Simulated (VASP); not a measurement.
Set up this calculation in VASP 6.6.1, as the native input.

* Task: single point
* Functional: PBE
* Potentials or basis: VASP PAW PBE potentials, release 64 (Ta_pv, C)
* Cutoff: 520 eV
* k mesh: 4 × 4 × 4
* Occupations: gaussian, width 0.1 eV
* Spin: no spin polarisation
* Dipole correction: no
* Further INCAR settings: ALGO = Normal; EDIFF = 1e-06; NBANDS = 24

The structure of TaC5 lies in POSCAR:

```
TaC5
1.0
    2.5630784700     -3.9520893800      0.0000000000
    2.5630784700      3.9520893800      0.0000000000
    0.0000000000      0.0000000000      4.3140924600
Ta C
1 5
Direct
    0.5000000000      0.5000000000      0.0000000000
    0.7156502000      0.2843498000      0.0000000000
    0.2843498000      0.7156502000      0.0000000000
    0.0000000000      0.5000000000      0.4917092100
    0.5000000000      0.0000000000      0.5082907900
    0.0000000000      0.0000000000      0.0000000000
```

The cell was generated, and may not be a known phase.

One way to write it, as run:

INCAR

```
PREC = Accurate
ENCUT = 520
EDIFF = 1E-6
ISMEAR = 0
SIGMA = 0.1
LREAL = F
LASPH = T
NELM = 80
ALGO = Normal
ISIF = 2
LWAVE = F
LCHARG = F
GGA = PE
NBANDS = 24
```

KPOINTS

```
Automatic mesh
0
Gamma
  4 4 4
```

Potentials or basis: VASP PAW PBE potentials, release 64 (Ta_pv, C).

The run is started by

```bash
$ cat potpaw_PBE.64/Ta_pv/POTCAR potpaw_PBE.64/C/POTCAR > POTCAR
$ mpirun -np 1 vasp_std > vasp.out
```

It gave:

The pressure is -0.7 GPa. The largest force is 11.369 eV/Å and the band gap on the k mesh is zero (an odd number of electrons rules out a gap without spin polarisation).

Caveat: the k points lie up to 0.37 Å⁻¹ apart, too coarse for converged energies and pressures of a metal; spin-orbit coupling is left out, which moves the levels of the heavy elements; forces of over 1 eV/Å act on the atoms, so gaps and moduli don't describe the material at rest.

Wall time 21 s on 1 thread of Intel(R) Xeon(R) 6975P-C (Granite Rapids), on a shared host, peak memory 0.21 GiB.
